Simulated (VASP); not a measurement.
# Cu in VASP: further runs

The runs below take Cu through single point, with r2SCAN.

Program: VASP 6.6.1. These are calculated values, not measurements. Logs are shortened: lines on timing, memory, paths and dates and some standing lists are left out, and cuts for length are marked.

## (1) The cell of the first run

The cell holds a slab with vacuum, 3 atoms: a = 2.556 Å, b = 2.556 Å, c = 16.174 Å, α = 90.00°, β = 90.00°, γ = 60.00°.

## (2) Single point, r2SCAN

Input file POSCAR:

```
Cu
1.0
    2.5561910000      0.0000000000      0.0000000000
    1.2780955000      2.2137263429      0.0000000000
    0.0000000000      0.0000000000     16.1742424234
Cu
3
Direct
    0.0000000000      0.0000000000      0.3709601874
    0.6666666667      0.6666666667      0.5000000000
    0.3333333333      0.3333333333      0.6290398126
```

Input file INCAR.step1:

```
SYSTEM = Cu
ALGO     = Normal         ! electronic algorithm
DIPOL    = 0.5 0.5 0.500
EDIFF    = 1E-4           ! SCF threshold, eV
EFIELD   = 0.1          
ENCUT    = 520            ! plane-wave cutoff, eV
GGA      = PE             ! functional
IDIPOL   = 3            
ISMEAR   = -1             ! smearing method
LASPH    = .TRUE.         ! aspherical terms in the spheres
LCHARG   = .FALSE.        ! write CHGCAR
LDIPOL   = .TRUE.       
LREAL    = .FALSE.        ! projectors in reciprocal space
LWAVE    = .TRUE.         ! write WAVECAR
NBANDS   = 24             ! bands
NELM     = 100            ! most SCF steps
PREC     = Accurate       ! precision mode
SIGMA    = 0.02           ! smearing width, eV
```

Input file INCAR.step2:

```
SYSTEM = Cu
ALGO     = Normal         ! electronic algorithm
DIPOL    = 0.5 0.5 0.500
EDIFF    = 1E-6           ! SCF threshold, eV
EFIELD   = 0.1          
ENCUT    = 520            ! plane-wave cutoff, eV
IDIPOL   = 3            
ISIF     = 2              ! what is computed and relaxed
ISMEAR   = -1             ! smearing method
ISTART   = 1            
LASPH    = .TRUE.         ! aspherical terms in the spheres
LCHARG   = .FALSE.        ! write CHGCAR
LDIPOL   = .TRUE.       
LMIXTAU  = .TRUE.       
LREAL    = .FALSE.        ! projectors in reciprocal space
LWAVE    = .FALSE.        ! write WAVECAR
METAGGA  = R2SCAN         ! meta-GGA
NBANDS   = 24             ! bands
NELM     = 100            ! most SCF steps
PREC     = Accurate       ! precision mode
SIGMA    = 0.02           ! smearing width, eV
```

Input file KPOINTS:

```
k-points
0
G
  9 9 1
  0 0 0
```

Potentials or basis: VASP PAW PBE potentials, release 64 (Cu).

The run is started by

```bash
$ cat potpaw_PBE.64/Cu/POTCAR > POTCAR
$ cp INCAR.step1 INCAR
$ mpirun -np 1 vasp_std > vasp.out
$ cp INCAR.step2 INCAR
$ mpirun -np 1 vasp_std > vasp.out
```

OUTCAR:

```text
SYSTEM = Cu
   EDIFF = 1E-6
   ENCUT = 520
   ISIF = 2
   ISMEAR = -1
   ISTART = 1
   LASPH = .TRUE.
   LREAL = .FALSE.
   METAGGA = R2SCAN
   NELM = 100
   PREC = Accurate

 ion  position               nearest neighbor table
   1  0.000  0.000  0.371-   2 2.56   2 2.56   2 2.56
   2  0.667  0.667  0.500-   3 2.56   3 2.56   1 2.56   1 2.56   1 2.56   3 2.56
   3  0.333  0.333  0.629-   2 2.56   2 2.56   2 2.56

  LATTYP: Found a hexagonal cell.
 ALAT       =     2.5561910000
 C/A-ratio  =     6.3274780420

  Lattice vectors:

 A1 = (  -1.2780955000,  -2.2137263429,   0.0000000000)
 A2 = (   2.5561910000,   0.0000000000,   0.0000000000)
 A3 = (   0.0000000000,   0.0000000000,  16.1742424234)

Analysis of symmetry for initial positions (statically):
=====================================================================
 Subroutine PRICEL returns:
 Original cell was already a primitive cell.

 Routine SETGRP: Setting up the symmetry group for a
 hexagonal supercell.

 Subroutine GETGRP returns: Found 12 space group operations
 (whereof  6 operations were pure point group operations)
 out of a pool of 24 trial point group operations.

The static configuration has the point symmetry C_3v.
 The point group associated with its full space group is D_3d.

Analysis of symmetry for dynamics (positions and initial velocities):
=====================================================================
 An external electric field (EFIELD) may reduce the allowed symmetry operations
 Subroutine PRICEL returns:
 Original cell was already a primitive cell.

 Routine SETGRP: Setting up the symmetry group for a
 hexagonal supercell.

 Subroutine GETGRP returns: Found  6 space group operations
 (whereof  6 operations were pure point group operations)
 out of a pool of 24 trial point group operations.

The dynamic configuration has the point symmetry C_3v.

 Subroutine INISYM returns: Found  6 space group operations
 (whereof  6 operations are pure point group operations),
 and found     1 'primitive' translations

----------------------------------------------------------------------------------------

                                     Primitive cell

  volume of cell :      91.5253

  direct lattice vectors                    reciprocal lattice vectors
     2.556191000  0.000000000  0.000000000     0.391207073 -0.225863509  0.000000000
     1.278095500  2.213726343  0.000000000     0.000000000  0.451727018  0.000000000
     0.000000000  0.000000000 16.174242423     0.000000000  0.000000000  0.061826698

  length of vectors
     2.556191000  2.556191000 16.174242423     0.451727018  0.451727018  0.061826698

  position of ions in fractional coordinates (direct lattice)
     0.000000000  0.000000000  0.370960187
     0.666666667  0.666666667  0.500000000
     0.333333333  0.333333333  0.629039813

  ion indices of the primitive-cell ions
   primitive index   ion index
                 1           1
                 2           2
                 3           3

----------------------------------------------------------------------------------------

 KPOINTS: k-points

Automatic generation of k-mesh.
 Grid dimensions read from file:
 generate k-points for:    9    9    1

 Generating k-lattice:

  Cartesian coordinates                     Fractional coordinates (reciprocal lattice)
     0.043467453 -0.025095945  0.000000000     0.111111111  0.000000000  0.000000000
     0.000000000  0.050191891  0.000000000     0.000000000  0.111111111  0.000000000
     0.000000000  0.000000000  0.061826698     0.000000000  0.000000000  1.000000000

  Length of vectors
     0.050191891  0.050191891  0.061826698

  Shift w.r.t. Gamma in fractional coordinates (k-lattice)
     0.000000000  0.000000000  0.000000000

 Subroutine IBZKPT returns following result:
 ===========================================

 Found     12 irreducible k-points:

 Following reciprocal coordinates:
            Coordinates               Weight
  0.000000  0.000000  0.000000      1.000000
  0.111111 -0.000000  0.000000      6.000000
  0.222222  0.000000  0.000000      6.000000
  0.333333  0.000000  0.000000      6.000000
  0.444444  0.000000  0.000000      6.000000
  0.222222  0.111111  0.000000      6.000000
  0.333333  0.111111  0.000000     12.000000
  0.444444  0.111111  0.000000     12.000000
 -0.444444  0.111111  0.000000      6.000000
  0.444444  0.222222  0.000000      6.000000
 -0.444444  0.222222  0.000000     12.000000
 -0.333333  0.333333  0.000000      2.000000
   k-points           NKPTS =     12   k-points in BZ     NKDIM =     12   number of bands    NBANDS=     24
   number of dos      NEDOS =    301   number of ions     NIONS =      3
   total plane-waves  NPLWV =  48000
   dimension x,y,z NGX =    20 NGY =   20 NGZ =  120
   dimension x,y,z NGXF=    40 NGYF=   40 NGZF=  240
   ions per type =               3
   NGX,Y,Z   is equivalent  to a cutoff of  13.01, 13.01, 12.33 a.u.
   NGXF,Y,Z  is equivalent  to a cutoff of  26.01, 26.01, 24.67 a.u.
 SYSTEM =  Cu
   PREC   = accura    normal or accurate (medium, high low for compatibility)
   ISTART =      1    job   : 0-new  1-cont  2-samecut
   ICHARG =      0    charge: 1-file 2-atom 10-const
   ISPIN  =      1    spin polarized calculation?
   LNONCOLLINEAR =      F non collinear calculations
   LSORBIT =      F    spin-orbit coupling
   LASPH  =      T    aspherical Exc in radial PAW
   ENCUT  =  520.0 eV  38.22 Ry    6.18 a.u.   4.75  4.75 30.07*2*pi/ulx,y,z
   NELM   =    100;   NELMIN=  2; NELMDL=  0     # of ELM steps
   EDIFF  = 0.1E-05   stopping-criterion for ELM
   LREAL  =      F    real-space projection
   EDIFFG = 0.1E-04   stopping-criterion for IOM
   NSW    =      0    number of steps for IOM
   IBRION =     -1    ionic relax: 0-MD 1-quasi-New 2-CG
   NFREE  =      0    steps in history (QN), initial steepest desc. (CG)
   ISIF   =      2    stress and relaxation
   ISYM   =      2    0-nonsym 1-usesym 2-fastsym
   POTIM  = 0.5000    time-step for ionic-motion
   TEBEG  =    0.0;   TEEND  =   0.0 temperature during run
   PSTRESS=    0.0 pullay stress
   NELECT =      33.0000    total number of electrons
   NUPDOWN=      -1.0000    fix difference up-down
   EMIN   =  10.00;   EMAX   =-10.00  energy-range for DOS
   EFERMI =   0.00;   METHOD = LEGACY
   ISMEAR =    -1;   SIGMA  =   0.02  broadening in eV -4-tet -1-fermi 0-gaus
   EFERMI_NEDOS =   21; number of points for ismear=-14 and -15
   IALGO  =     38    algorithm
   IMIX   =      4    mixing-type and parameters
     AMIX     =   0.40;   BMIX     =  1.00
     AMIX_MAG =   1.60;   BMIX_MAG =  1.00
  volume/ion in A,a.u.               =      30.51       205.88
  Fermi-wavevector in a.u.,A,eV,Ry     =   1.165196  2.201902 18.472390  1.357682
  Thomas-Fermi vector in A             =   2.301725
   LORBIT       =      0    0 simple, 1 ext, 2 COOP (PROOUT), +10 PAW based schemes
   METAGGA = R2SCAN    functional components
   LHFCALC =     F    Hartree Fock is set to
   AEXX    =    0.0000 exact exchange contribution
   IVDW    =     0    specifies the selected vdW correction
   LEPSILON=     F    determine dielectric tensor
   LRPA    =     F    only Hartree local field effects (RPA)
 non-spin polarized calculation
  energy-cutoff  :      520.00
  volume of cell :       91.53
 maximum number of plane-waves:      2509
   NGX =  9   NGY =  9   NGZ = 61

 number of electron      32.9999997 magnetization

 dipolmoment           0.000000      0.000000      0.023133 electrons x Angstroem

 Free energy of the ion-electron system (eV)
  ---------------------------------------------------
  ext. energy  EPLUGINS =         0.00000000
  ---------------------------------------------------
  free energy    TOTEN  =       -31.34942508 eV

  energy without entropy =      -31.34193444  energy(sigma->0) =      -31.34567976

 E-fermi :  -0.0474     XC(G=0):  -6.3285

 val. band max:       -0.0582972359   @ k =   0.2222   0.0000   0.0000
 cond. band min:      -0.0354825173   @ k =   0.4444   0.1111   0.0000
 fundamental gap:      0.0228147186
 Fermi energy:        -0.0473734888

 k-point     1 :       0.0000    0.0000    0.0000
  band No.  band energies     occupation
      1      -8.9834      2.00000
      2      -6.9677      2.00000
      3      -5.4211      2.00000
      4      -3.2073      2.00000
      5      -3.1603      2.00000
      6      -3.1601      2.00000
[... 16 lines left out ...]
     23       9.2035      0.00000
     24       9.4012      0.00000

 k-point     2 :       0.1111   -0.0000    0.0000
  band No.  band energies     occupation
      1      -8.5783      2.00000
      2      -6.5896      2.00000
      3      -5.1267      2.00000
      4      -3.3669      2.00000
      5      -3.2450      2.00000
      6      -3.1990      2.00000
[... 16 lines left out ...]
     23       9.5656      0.00000
     24       9.7675      0.00000

 k-point     3 :       0.2222    0.0000    0.0000
  band No.  band energies     occupation
      1      -7.4339      2.00000
      2      -5.6190      2.00000
      3      -4.4799      2.00000
      4      -3.6775      2.00000
      5      -3.5358      2.00000
      6      -3.2055      2.00000
[... 16 lines left out ...]
     23      10.6376      0.00000
     24      10.8438      0.00000
[... 190 lines left out ...]
 k-point    11 :      -0.4444    0.2222    0.0000
  band No.  band energies     occupation
      1      -4.4382      2.00000
      2      -4.3445      2.00000
      3      -4.0889      2.00000
      4      -3.8835      2.00000
      5      -3.5765      2.00000
      6      -3.4913      2.00000
[... 16 lines left out ...]
     23       9.4782      0.00000
     24      10.1312      0.00000

 k-point    12 :      -0.3333    0.3333    0.0000
  band No.  band energies     occupation
      1      -4.0897      2.00000
      2      -4.0576      2.00000
      3      -4.0574      2.00000
      4      -3.8577      2.00000
      5      -3.8572      2.00000
      6      -3.2693      2.00000
[... 16 lines left out ...]
     23       8.5342      0.00000
     24       9.6589      0.00000

------------------------ aborting loop because EDIFF is reached ----------------------------------------

 vacuum level on the upper side and lower side of the slab       (xc-potential included)        -0.494         0.358

  FORCE on cell =-STRESS in cart. coord.  units (eV):
  Direction    XX          YY          ZZ          XY          YZ          ZX
  --------------------------------------------------------------------------------------
  -------------------------------------------------------------------------------------
  Total       -2.3646891     -2.3646891     -0.8817911      0.0000000      0.0000000      0.0000000
  in kB      -41.3945769    -41.3945769    -15.4360117      0.0000000      0.0000000      0.0000000
  external PRESSURE =     -32.7417219 kB  Pullay stress =       0.0000000 kB

 VOLUME and BASIS-vectors are now :
 -----------------------------------------------------------------------------
  energy-cutoff  :      520.00
  volume of cell :       91.53
      direct lattice vectors                 reciprocal lattice vectors
     2.556191000  0.000000000  0.000000000     0.391207073 -0.225863509  0.000000000
     1.278095500  2.213726343  0.000000000     0.000000000  0.451727018  0.000000000
     0.000000000  0.000000000 16.174242423     0.000000000  0.000000000  0.061826698

 POSITION                                       TOTAL-FORCE (eV/Angst)
 -----------------------------------------------------------------------------------
      0.00000      0.00000      6.00000        -0.000000     -0.000000      0.210254
      2.55619      1.47582      8.08712         0.000000     -0.000000     -0.003079
      1.27810      0.73791     10.17424        -0.000000      0.000000     -0.207176
 -----------------------------------------------------------------------------------
    total drift:                                0.000000      0.000000      0.001974

  FREE ENERGIE OF THE ION-ELECTRON SYSTEM (eV)
  ---------------------------------------------------
  free  energy   TOTEN  =       -31.3494250795 eV

  energy  without entropy=      -31.3419344372  energy(sigma->0) =      -31.34567976

 vacuum level on the upper side and lower side of the slab         4.405         5.233
```

Run time: 3.1 min. Hardware: 1 thread of Intel Xeon Platinum 8259CL at 2.50GHz (Skylake/Cascade Lake), shared host; peak memory 0.21 GiB.

What came out:

```yaml
Free_energy: -31.3494 eV
Largest_force: 0.210 eV/Å
Band_gap_on_the_k_mesh: zero (an odd number of electrons rules out a gap without spin polarisation)
```

Forces in eV/Å, atoms in the order of the input:
```
Cu   0.000  0.000  0.210
Cu   0.000  0.000 -0.003
Cu   0.000  0.000 -0.207
```

Levels at points of the mesh, in eV from the Fermi level:
```csv
k point,band 12,band 13,band 14,band 15,band 16,band 17,band 18,band 19,band 20,band 21
"(0.00, 0.00, 0.00)",-2.28,-2.28,-1.96,-1.96,-1.75,-1.75,-1.57,-0.08,4.41,5.52
```

Caveat: the PAW data sets were made with another functional, which shifts forces and pressure a little.

[end of part 1 of 3]
